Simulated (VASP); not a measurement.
# Zn3N2 (Ia-3) in VASP: settings compared

The runs below take Zn3N2 through band structure, with PBE, LDA, TB-mBJ.

Everything below comes from runs of VASP 6.6.1. Logs are shortened: lines on timing, memory, paths and dates and some standing lists are left out, and cuts for length are marked.

### 1 The cell of the first run

Symmetry: Ia-3, No. 206, cubic system. The conventional cell has a = 9.702 Å, b = 9.702 Å, c = 9.702 Å, α = 90.00°, β = 90.00°, γ = 90.00°. Within 2.8 Å of Zn (site symmetry 1) lie 4 N at 1.99 to 2.28 Å and 5 Zn at 2.68 to 2.76 Å. N (site symmetry 2) has 6 Zn at 1.99 to 2.28 Å within 2.6 Å. Within 2.8 Å of N (site symmetry -3) lie 6 Zn at 2.11 Å.

### 2 Band structure, PBE

Input file INCAR:

```
SYSTEM = Zn3N2
ALGO = Normal ; EDIFF = 1E-7
ENCUT = 520 ; GGA = PE
ISIF = 2 ; ISMEAR = 0
KPAR = 8 ; LASPH = .TRUE.
LCHARG = .FALSE. ; LREAL = .FALSE.
LWAVE = .FALSE. ; NBANDS = 210
NELM = 80 ; PREC = Accurate
SIGMA = 0.03
```

Input file KPOINTS:

```
k-points
0
G
  4 4 4
  0 0 0
```

Input file POSCAR:

```
Zn3N2                                   
1.0
   -4.8508772305      4.8508772305      4.8508772305
    4.8508772305     -4.8508772305      4.8508772305
    4.8508772305      4.8508772305     -4.8508772305
  Zn              N             
    24    16
Direct
     0.2772970523271316    0.0261875206960662    0.0487701530107675
     0.7488904683689347    0.2227029476728684    0.2714731006836359
     0.0225826323147014    0.4738124793039338    0.7511095316310653
     0.4774173676852986    0.2285268993163641    0.4512298469892325
     0.4512298469892325    0.4774173676852986    0.2285268993163641
     0.0261875206960662    0.0487701530107675    0.2772970523271316
     0.2714731006836359    0.7488904683689347    0.2227029476728684
     0.4738124793039338    0.7511095316310653    0.0225826323147014
     0.7511095316310653    0.0225826323147014    0.4738124793039338
     0.2227029476728684    0.2714731006836359    0.7488904683689347
     0.0487701530107675    0.2772970523271316    0.0261875206960662
     0.2285268993163641    0.4512298469892325    0.4774173676852986
     0.5261875206960661    0.2488904683689346    0.9774173676852987
     0.7285268993163641    0.2511095316310654    0.7772970523271316
     0.9738124793039339    0.9512298469892324    0.7227029476728684
     0.5487701530107676    0.5225826323147013    0.7714731006836359
     0.5225826323147013    0.7714731006836359    0.5487701530107676
     0.9774173676852987    0.5261875206960661    0.2488904683689346
     0.2511095316310654    0.7772970523271316    0.7285268993163641
     0.7227029476728684    0.9738124793039339    0.9512298469892324
     0.2488904683689346    0.9774173676852987    0.5261875206960661
     0.7772970523271316    0.7285268993163641    0.2511095316310654
     0.9512298469892324    0.7227029476728684    0.9738124793039339
     0.7714731006836359    0.5487701530107676    0.5225826323147013
     0.7300729498533484    0.4800729498533484    0.2500000000000000
     0.7500000000000000    0.7699270501466516    0.0199270501466516
     0.0199270501466516    0.7500000000000000    0.7699270501466516
     0.2500000000000000    0.7300729498533484    0.4800729498533484
     0.4800729498533484    0.2500000000000000    0.7300729498533484
     0.7699270501466516    0.0199270501466516    0.7500000000000000
     0.2699270501466516    0.5199270501466516    0.7500000000000000
     0.2500000000000000    0.2300729498533484    0.9800729498533484
     0.9800729498533484    0.2500000000000000    0.2300729498533484
     0.7500000000000000    0.2699270501466516    0.5199270501466516
     0.5199270501466516    0.7500000000000000    0.2699270501466516
     0.2300729498533484    0.9800729498533484    0.2500000000000000
     0.5000000000000000    1.0000000000000000    1.0000000000000000
     1.0000000000000000    1.0000000000000000    0.5000000000000000
     1.0000000000000000    0.5000000000000000    1.0000000000000000
     0.5000000000000000    0.5000000000000000    0.5000000000000000
```

Input file KPOINTS_OPT:

```
explicit points
121
Reciprocal
 0.0000000000  0.0000000000  0.0000000000 1
 0.0263157895 -0.0263157895  0.0263157895 1
 0.0526315789 -0.0526315789  0.0526315789 1
 0.0789473684 -0.0789473684  0.0789473684 1
 0.1052631579 -0.1052631579  0.1052631579 1
 0.1315789474 -0.1315789474  0.1315789474 1
 0.1578947368 -0.1578947368  0.1578947368 1
 0.1842105263 -0.1842105263  0.1842105263 1
 0.2105263158 -0.2105263158  0.2105263158 1
 0.2368421053 -0.2368421053  0.2368421053 1
 0.2631578947 -0.2631578947  0.2631578947 1
 0.2894736842 -0.2894736842  0.2894736842 1
 0.3157894737 -0.3157894737  0.3157894737 1
 0.3421052632 -0.3421052632  0.3421052632 1
 0.3684210526 -0.3684210526  0.3684210526 1
 0.3947368421 -0.3947368421  0.3947368421 1
 0.4210526316 -0.4210526316  0.4210526316 1
 0.4473684211 -0.4473684211  0.4473684211 1
 0.4736842105 -0.4736842105  0.4736842105 1
 0.5000000000 -0.5000000000  0.5000000000 1
 0.5000000000 -0.5000000000  0.5000000000 1
 0.4736842105 -0.4736842105  0.5000000000 1
 0.4473684211 -0.4473684211  0.5000000000 1
 0.4210526316 -0.4210526316  0.5000000000 1
 0.3947368421 -0.3947368421  0.5000000000 1
 0.3684210526 -0.3684210526  0.5000000000 1
 0.3421052632 -0.3421052632  0.5000000000 1
 0.3157894737 -0.3157894737  0.5000000000 1
 0.2894736842 -0.2894736842  0.5000000000 1
 0.2631578947 -0.2631578947  0.5000000000 1
 0.2368421053 -0.2368421053  0.5000000000 1
 0.2105263158 -0.2105263158  0.5000000000 1
 0.1842105263 -0.1842105263  0.5000000000 1
 0.1578947368 -0.1578947368  0.5000000000 1
 0.1315789474 -0.1315789474  0.5000000000 1
 0.1052631579 -0.1052631579  0.5000000000 1
 0.0789473684 -0.0789473684  0.5000000000 1
 0.0526315789 -0.0526315789  0.5000000000 1
 0.0263157895 -0.0263157895  0.5000000000 1
 0.0000000000  0.0000000000  0.5000000000 1
 0.0000000000  0.0000000000  0.5000000000 1
 0.0000000000  0.0000000000  0.4736842105 1
 0.0000000000  0.0000000000  0.4473684211 1
 0.0000000000  0.0000000000  0.4210526316 1
 0.0000000000  0.0000000000  0.3947368421 1
 0.0000000000  0.0000000000  0.3684210526 1
 0.0000000000  0.0000000000  0.3421052632 1
 0.0000000000  0.0000000000  0.3157894737 1
 0.0000000000  0.0000000000  0.2894736842 1
 0.0000000000  0.0000000000  0.2631578947 1
 0.0000000000  0.0000000000  0.2368421053 1
 0.0000000000  0.0000000000  0.2105263158 1
 0.0000000000  0.0000000000  0.1842105263 1
 0.0000000000  0.0000000000  0.1578947368 1
 0.0000000000  0.0000000000  0.1315789474 1
 0.0000000000  0.0000000000  0.1052631579 1
 0.0000000000  0.0000000000  0.0789473684 1
 0.0000000000  0.0000000000  0.0526315789 1
 0.0000000000  0.0000000000  0.0263157895 1
 0.0000000000  0.0000000000  0.0000000000 1
 0.0000000000  0.0000000000  0.0000000000 1
 0.0131578947  0.0131578947  0.0131578947 1
 0.0263157895  0.0263157895  0.0263157895 1
 0.0394736842  0.0394736842  0.0394736842 1
 0.0526315789  0.0526315789  0.0526315789 1
 0.0657894737  0.0657894737  0.0657894737 1
 0.0789473684  0.0789473684  0.0789473684 1
 0.0921052632  0.0921052632  0.0921052632 1
 0.1052631579  0.1052631579  0.1052631579 1
 0.1184210526  0.1184210526  0.1184210526 1
 0.1315789474  0.1315789474  0.1315789474 1
 0.1447368421  0.1447368421  0.1447368421 1
 0.1578947368  0.1578947368  0.1578947368 1
 0.1710526316  0.1710526316  0.1710526316 1
 0.1842105263  0.1842105263  0.1842105263 1
 0.1973684211  0.1973684211  0.1973684211 1
 0.2105263158  0.2105263158  0.2105263158 1
 0.2236842105  0.2236842105  0.2236842105 1
 0.2368421053  0.2368421053  0.2368421053 1
 0.2500000000  0.2500000000  0.2500000000 1
 0.2500000000  0.2500000000  0.2500000000 1
 0.2631578947  0.2105263158  0.2631578947 1
 0.2763157895  0.1710526316  0.2763157895 1
 0.2894736842  0.1315789474  0.2894736842 1
 0.3026315789  0.0921052632  0.3026315789 1
 0.3157894737  0.0526315789  0.3157894737 1
 0.3289473684  0.0131578947  0.3289473684 1
 0.3421052632 -0.0263157895  0.3421052632 1
 0.3552631579 -0.0657894737  0.3552631579 1
 0.3684210526 -0.1052631579  0.3684210526 1
 0.3815789474 -0.1447368421  0.3815789474 1
 0.3947368421 -0.1842105263  0.3947368421 1
 0.4078947368 -0.2236842105  0.4078947368 1
 0.4210526316 -0.2631578947  0.4210526316 1
 0.4342105263 -0.3026315789  0.4342105263 1
 0.4473684211 -0.3421052632  0.4473684211 1
 0.4605263158 -0.3815789474  0.4605263158 1
 0.4736842105 -0.4210526316  0.4736842105 1
 0.4868421053 -0.4605263158  0.4868421053 1
 0.5000000000 -0.5000000000  0.5000000000 1
 0.2500000000  0.2500000000  0.2500000000 1
 0.2368421053  0.2368421053  0.2631578947 1
 0.2236842105  0.2236842105  0.2763157895 1
 0.2105263158  0.2105263158  0.2894736842 1
 0.1973684211  0.1973684211  0.3026315789 1
 0.1842105263  0.1842105263  0.3157894737 1
 0.1710526316  0.1710526316  0.3289473684 1
 0.1578947368  0.1578947368  0.3421052632 1
 0.1447368421  0.1447368421  0.3552631579 1
 0.1315789474  0.1315789474  0.3684210526 1
 0.1184210526  0.1184210526  0.3815789474 1
 0.1052631579  0.1052631579  0.3947368421 1
 0.0921052632  0.0921052632  0.4078947368 1
 0.0789473684  0.0789473684  0.4210526316 1
 0.0657894737  0.0657894737  0.4342105263 1
 0.0526315789  0.0526315789  0.4473684211 1
 0.0394736842  0.0394736842  0.4605263158 1
 0.0263157895  0.0263157895  0.4736842105 1
 0.0131578947  0.0131578947  0.4868421053 1
 0.0000000000  0.0000000000  0.5000000000 1
 0.0000000000  0.0000000000  0.0000000000 1
```

Potentials or basis: VASP PAW PBE potentials, release 64 (Zn, N).

On the command line:

```console
> cat potpaw_PBE.64/Zn/POTCAR potpaw_PBE.64/N/POTCAR > POTCAR
> mpirun -np 8 vasp_std > vasp.out
```

OUTCAR:

```text
SYSTEM = Zn3N2
   EDIFF = 1E-7
   ENCUT = 520
   GGA = PE
   ISIF = 2
   ISMEAR = 0
   LASPH = .TRUE.
   LREAL = .FALSE.
   NELM = 80
   PREC = Accurate

 ion  position               nearest neighbor table
   1  0.277  0.026  0.049-  36 1.99  32 2.04  37 2.11  27 2.28  13 2.68  19 2.68  15 2.74  23 2.74
                             4 2.76
   2  0.749  0.223  0.271-  34 1.99  33 2.04  37 2.11  25 2.28  13 2.68  20 2.68  24 2.74  18 2.74
                             9 2.76
   3  0.023  0.474  0.751-  31 1.99  34 2.04  39 2.11  27 2.28  14 2.68  23 2.68  19 2.74  24 2.74
                            10 2.76
   4  0.477  0.229  0.451-  36 1.99  34 2.04  40 2.11  29 2.28  16 2.68  24 2.68  14 2.74  21 2.74
                             1 2.76
   5  0.451  0.477  0.229-  32 1.99  35 2.04  40 2.11  25 2.28  17 2.68  24 2.68  22 2.74  13 2.74
                            11 2.76
   6  0.026  0.049  0.277-  33 1.99  36 2.04  38 2.11  26 2.28  21 2.68  22 2.68  20 2.74  23 2.74
                            12 2.76
   7  0.271  0.749  0.223-  35 1.99  36 2.04  39 2.11  28 2.28  18 2.68  23 2.68  17 2.74  21 2.74
                             8 2.76
   8  0.474  0.751  0.023-  35 1.99  31 2.04  37 2.11  26 2.28  19 2.68  20 2.68  16 2.74  22 2.74
                             7 2.76
   9  0.751  0.023  0.474-  34 1.99  35 2.04  38 2.11  30 2.28  22 2.68  15 2.68  14 2.74  17 2.74
[... 33 lines left out ...]
  27  0.020  0.750  0.770-  24 1.99  15 1.99  23 2.04  19 2.04   1 2.28   3 2.28
  28  0.250  0.730  0.480-  21 1.99  19 1.99  18 2.04  17 2.04   7 2.28  12 2.28
  29  0.480  0.250  0.730-  13 1.99  14 1.99  21 2.04  16 2.04   4 2.28  10 2.28
  30  0.770  0.020  0.750-  17 1.99  20 1.99  15 2.04  14 2.04  11 2.28   9 2.28
[... 8 lines left out ...]
  39  0.000  0.500  0.000-   3 2.11  18 2.11  14 2.11   7 2.11  11 2.11  23 2.11
  40  0.500  0.500  0.500-   4 2.11   5 2.11  12 2.11  16 2.11  17 2.11  24 2.11

  LATTYP: Found a body centered cubic cell.
 ALAT       =     9.7017544610

  Lattice vectors:

 A1 = (  -4.8508772305,   4.8508772305,   4.8508772305)
 A2 = (   4.8508772305,  -4.8508772305,   4.8508772305)
 A3 = (   4.8508772305,   4.8508772305,  -4.8508772305)

Analysis of symmetry for initial positions (statically):
=====================================================================
 Subroutine PRICEL returns:
 Original cell was already a primitive cell.

 Routine SETGRP: Setting up the symmetry group for a
 body centered cubic supercell.

 Subroutine GETGRP returns: Found 24 space group operations
[... 200 lines left out ...]
  Fermi-wavevector in a.u.,A,eV,Ry     =   1.523528  2.879051 31.581001  2.321138
  Thomas-Fermi vector in A             =   2.631959
   LORBIT       =      0    0 simple, 1 ext, 2 COOP (PROOUT), +10 PAW based schemes
   GGA     = PE    functional components
   LHFCALC =     F    Hartree Fock is set to
   AEXX    =    0.0000 exact exchange contribution
   IVDW    =     0    specifies the selected vdW correction
   LEPSILON=     F    determine dielectric tensor
   LRPA    =     F    only Hartree local field effects (RPA)
 non-spin polarized calculation
 Gauss-broadening in eV      SIGMA  =   0.03
  energy-cutoff  :      520.00
  volume of cell :      456.58
 maximum number of plane-waves:     12358
 NGX is ok and might be reduce to    64
   NGX = 31   NGY = 31   NGZ = 31

 number of electron     368.0000018 magnetization

 Free energy of the ion-electron system (eV)
  ---------------------------------------------------
  ext. energy  EPLUGINS =         0.00000000
  ---------------------------------------------------
  free energy    TOTEN  =      -154.68099481 eV

  energy without entropy =     -154.68017888  energy(sigma->0) =     -154.68058685

 E-fermi :   3.1503     XC(G=0): -11.7327

 val. band max:        3.1400321499   @ k =   0.0000   0.0000   0.0000
 cond. band min:       4.1508630034   @ k =   0.2500   0.0000   0.0000
 fundamental gap:      1.0108308535
 Fermi energy:         3.1502933304

 k-point     1 :       0.0000    0.0000    0.0000
  band No.  band energies     occupation
      1     -12.3540      2.00000
      2     -11.2652      2.00000
      3     -11.2652      2.00000
      4     -11.2198      2.00000
      5     -11.2198      2.00000
      6     -11.2198      2.00000
[... 1581 lines left out ...]
    195       7.6759      0.00000
    196       7.6759      0.00000
 [bands above 196 left out]

------------------------ aborting loop because EDIFF is reached ----------------------------------------

  FORCE on cell =-STRESS in cart. coord.  units (eV):
  Direction    XX          YY          ZZ          XY          YZ          ZX
  --------------------------------------------------------------------------------------
  -------------------------------------------------------------------------------------
  Total       19.7825831     19.7825831     19.7825831     -0.0000000     -0.0000000      0.0000000
  in kB       69.4181026     69.4181026     69.4181026     -0.0000000     -0.0000000      0.0000000
  external PRESSURE =      69.4181026 kB  Pullay stress =       0.0000000 kB

 VOLUME and BASIS-vectors are now :
 -----------------------------------------------------------------------------
  energy-cutoff  :      520.00
  volume of cell :      456.58
      direct lattice vectors                 reciprocal lattice vectors
    -4.850877231  4.850877231  4.850877231     0.000000000  0.103074140  0.103074140
     4.850877231 -4.850877231  4.850877231     0.103074140  0.000000000  0.103074140
     4.850877231  4.850877231 -4.850877231     0.103074140  0.103074140  0.000000000

 POSITION                                       TOTAL-FORCE (eV/Angst)
 -----------------------------------------------------------------------------------
     -0.98152      1.45468      1.23559         0.017632      0.028357     -0.002617
     -1.23559      3.86935      3.39620         0.002617      0.017632     -0.028357
      5.83240      1.45468     -1.23559        -0.017632      0.028357      0.002617
      0.98152      3.39620      1.23559        -0.017632     -0.028357     -0.002617
      1.23559      0.98152      3.39620        -0.002617     -0.017632     -0.028357
      1.45468      1.23559     -0.98152         0.028357     -0.002617      0.017632
[... 32 lines left out ...]
      2.42544     -2.42544      2.42544        -0.000000     -0.000000      0.000000
      2.42544      2.42544      2.42544        -0.000000     -0.000000      0.000000
 -----------------------------------------------------------------------------------
    total drift:                               -0.000000     -0.000000      0.000000

  FREE ENERGIE OF THE ION-ELECTRON SYSTEM (eV)
  ---------------------------------------------------
  free  energy   TOTEN  =      -154.6809948063 eV

  energy  without entropy=     -154.6801788847  energy(sigma->0) =     -154.68058685
```

It took 28 min on 8 MPI ranks of Intel Xeon 6975P-C (Granite Rapids), shared host; peak memory 1.1 GiB.

What came out:

```
Free energy             : -154.6810 eV
Pressure                : 6.9 GPa
Largest force           : 0.033 eV/Å
Band gap along the path : zero within the smearing
```

Forces on the atoms (eV/Å):
```
Zn   0.018  0.028 -0.003
Zn   0.003  0.018 -0.028
Zn  -0.018  0.028  0.003
Zn  -0.018 -0.028 -0.003
Zn  -0.003 -0.018 -0.028
Zn   0.028 -0.003  0.018
Zn  -0.028  0.003  0.018
Zn   0.028  0.003 -0.018
Zn   0.003 -0.018  0.028
Zn   0.018 -0.028  0.003
Zn  -0.003  0.018  0.028
Zn  -0.028 -0.003 -0.018
Zn  -0.028 -0.003  0.018
Zn   0.028 -0.003 -0.018
Zn  -0.028  0.003 -0.018
Zn   0.003  0.018  0.028
Zn   0.018  0.028  0.003
Zn   0.018 -0.028 -0.003
Zn  -0.003 -0.018  0.028
Zn  -0.018 -0.028  0.003
Zn  -0.003  0.018 -0.028
Zn  -0.018  0.028 -0.003
Zn   0.003 -0.018 -0.028
Zn   0.028  0.003  0.018
N    0.000  0.000 -0.033
N    0.033  0.000  0.000
N    0.000  0.033  0.000
N   -0.033  0.000  0.000
N    0.000 -0.033  0.000
N    0.000  0.000  0.033
N    0.000  0.000  0.033
N   -0.033  0.000  0.000
N    0.000 -0.033  0.000
N    0.033  0.000  0.000
N    0.000  0.033  0.000
N    0.000  0.000 -0.033
N    0.000  0.000  0.000
N    0.000  0.000  0.000
N    0.000  0.000  0.000
N    0.000  0.000  0.000
```

Levels at the corners of the path, in eV from the Fermi level:
| point | band 181 | band 182 | band 183 | band 184 | band 185 | band 186 | band 187 | band 188 |
| --- | --- | --- | --- | --- | --- | --- | --- | --- |
| Γ | -0.75 | -0.16 | -0.01 | -0.01 | -0.01 | 2.15 | 2.15 | 2.78 |
| H | -0.73 | -0.73 | -0.63 | -0.63 | 2.59 | 2.59 | 2.59 | 2.89 |
| H | -0.73 | -0.73 | -0.63 | -0.63 | 2.59 | 2.59 | 2.59 | 2.89 |
| N | -0.75 | -0.75 | -0.19 | -0.19 | 2.08 | 2.08 | 3.17 | 3.17 |
| N | -0.75 | -0.75 | -0.19 | -0.19 | 2.08 | 2.08 | 3.17 | 3.17 |
| Γ | -0.75 | -0.16 | -0.01 | -0.01 | -0.01 | 2.15 | 2.15 | 2.78 |
| Γ | -0.75 | -0.16 | -0.01 | -0.01 | -0.01 | 2.15 | 2.15 | 2.78 |
| P | -0.40 | -0.40 | -0.40 | -0.40 | 2.22 | 2.22 | 2.22 | 2.22 |
| P | -0.40 | -0.40 | -0.40 | -0.40 | 2.22 | 2.22 | 2.22 | 2.22 |
| H | -0.73 | -0.73 | -0.63 | -0.63 | 2.59 | 2.59 | 2.59 | 2.89 |
| P | -0.40 | -0.40 | -0.40 | -0.40 | 2.22 | 2.22 | 2.22 | 2.22 |
| N | -0.75 | -0.75 | -0.19 | -0.19 | 2.08 | 2.08 | 3.17 | 3.17 |

Caveat: the cell stands under pressure.

### 3 Band structure, LDA

INCAR, as its differences from that of step 2:

```diff
@@ -2,3 +2,3 @@
 ALGO = Normal ; EDIFF = 1E-7
-ENCUT = 520 ; GGA = PE
+ENCUT = 520 ; GGA = CA
 ISIF = 2 ; ISMEAR = 0
```

KPOINTS is that of step 2.

POSCAR is that of step 2.

KPOINTS_OPT is that of step 2.

Potentials or basis: VASP PAW LDA potentials, release 64 (Zn, N).

On the command line:

```console
> cat potpaw_LDA.64/Zn/POTCAR potpaw_LDA.64/N/POTCAR > POTCAR
> mpirun -np 8 vasp_std > vasp.out
```

It took 28 min on 8 MPI ranks of Intel Xeon 6975P-C (Granite Rapids), shared host; peak memory 1.1 GiB.

Results (log left out):

| Quantity | Value |
| --- | --- |
| Free energy | -189.9491 eV |
| Pressure | -5.1 GPa |
| Largest force | 0.067 eV/Å |
| Band gap along the path | zero within the smearing |

Forces in eV/Å, atoms in the order of the input:
```
Zn  -0.017 -0.032  0.007
Zn  -0.007 -0.017  0.032
Zn   0.017 -0.032 -0.007
Zn   0.017  0.032  0.007
Zn   0.007  0.017  0.032
Zn  -0.032  0.007 -0.017
Zn   0.032 -0.007 -0.017
Zn  -0.032 -0.007  0.017
Zn  -0.007  0.017 -0.032
Zn  -0.017  0.032 -0.007
Zn   0.007 -0.017 -0.032
Zn   0.032  0.007  0.017
Zn   0.032  0.007 -0.017
Zn  -0.032  0.007  0.017
Zn   0.032 -0.007  0.017
Zn  -0.007 -0.017 -0.032
Zn  -0.017 -0.032 -0.007
Zn  -0.017  0.032  0.007
Zn   0.007  0.017 -0.032
Zn   0.017  0.032 -0.007
Zn   0.007 -0.017  0.032
Zn   0.017 -0.032  0.007
Zn  -0.007  0.017  0.032
Zn  -0.032 -0.007 -0.017
N    0.000  0.000  0.067
N   -0.067  0.000  0.000
N    0.000 -0.067  0.000
N    0.067  0.000  0.000
N    0.000  0.067  0.000
N    0.000  0.000 -0.067
N    0.000  0.000 -0.067
N    0.067  0.000  0.000
N    0.000  0.067  0.000
N   -0.067  0.000  0.000
N    0.000 -0.067  0.000
N    0.000  0.000  0.067
N    0.000  0.000  0.000
N    0.000  0.000  0.000
N    0.000  0.000  0.000
N    0.000  0.000  0.000
```

Levels at the corners of the path, in eV from the Fermi level:
```csv
point,band 182,band 183,band 184,band 185,band 186,band 187
Γ,-0.10,-0.01,-0.01,-0.01,2.11,2.11
H,-0.74,-0.63,-0.63,2.56,2.56,2.56
H,-0.74,-0.63,-0.63,2.56,2.56,2.56
N,-0.76,-0.19,-0.19,2.09,2.09,3.14
N,-0.76,-0.19,-0.19,2.09,2.09,3.14
Γ,-0.10,-0.01,-0.01,-0.01,2.11,2.11
Γ,-0.10,-0.01,-0.01,-0.01,2.11,2.11
P,-0.40,-0.40,-0.40,2.22,2.22,2.22
P,-0.40,-0.40,-0.40,2.22,2.22,2.22
H,-0.74,-0.63,-0.63,2.56,2.56,2.56
P,-0.40,-0.40,-0.40,2.22,2.22,2.22
N,-0.76,-0.19,-0.19,2.09,2.09,3.14
```

Caveat: the cell stands under tension.

[end of part 1 of 2]
